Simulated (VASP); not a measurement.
A run of VASP 6.6.1 is set up as follows.

The input INCAR:

```
PREC = Accurate
ENCUT = 420
EDIFF = 1E-8
ISMEAR = -1
SIGMA = 0.05
LREAL = F
LASPH = T
NELM = 120
ALGO = Normal
ISIF = 2
LWAVE = F
LCHARG = F
GGA = CA
LEFG = T
NBANDS = 22
GGA_COMPAT = F
```

Contents of KPOINTS:

```
regular mesh
0
Gamma
  12 12 7
```

Contents of POSCAR:

```
ReOs
1.0
    2.7573303527      0.0000000000      0.0000000000
   -1.3786651764      2.3879181321      0.0000000000
    0.0000000000      0.0000000000      4.3824281800
Re Os
1 1
Direct
    0.5866666667      0.2933333333      0.4400000000
    0.0800000000      0.0400000000      0.0600000000
```

Potentials or basis: VASP PAW LDA potentials, release 64 (Re_sv_GW, Os_sv_GW).

Launch:

```sh
$ cat potpaw_LDA.64/Re_sv_GW/POTCAR potpaw_LDA.64/Os_sv_GW/POTCAR > POTCAR
$ mpirun -np 1 vasp_std > vasp.out
```

**Question.** What does it give for the pressure?

**Answer.** 66.2 GPa.

**Question.** Predict the band gap on the k mesh.

**Answer.** Zero (an odd number of electrons rules out a gap without spin polarisation).

**Question.** Predict the largest force.

**Answer.** 15.996 eV/Å.

Forces in eV/Å, atoms in the order of the input:
```
Re    5.099   2.944  14.874
Os   -5.099  -2.944 -14.874
```

Caveat: the cell differs from its parent crystal (shortest bond scaled by 0.76); the stress differs along the axes, from 27 to 113 GPa; without QUAD_EFG the Cq values of the log hold for a quadrupole moment of 1 mb, not for the nuclei; spin-orbit coupling is left out, which moves the levels of the heavy elements; forces of over 1 eV/Å act on the atoms, so gaps and moduli don't describe the material at rest.
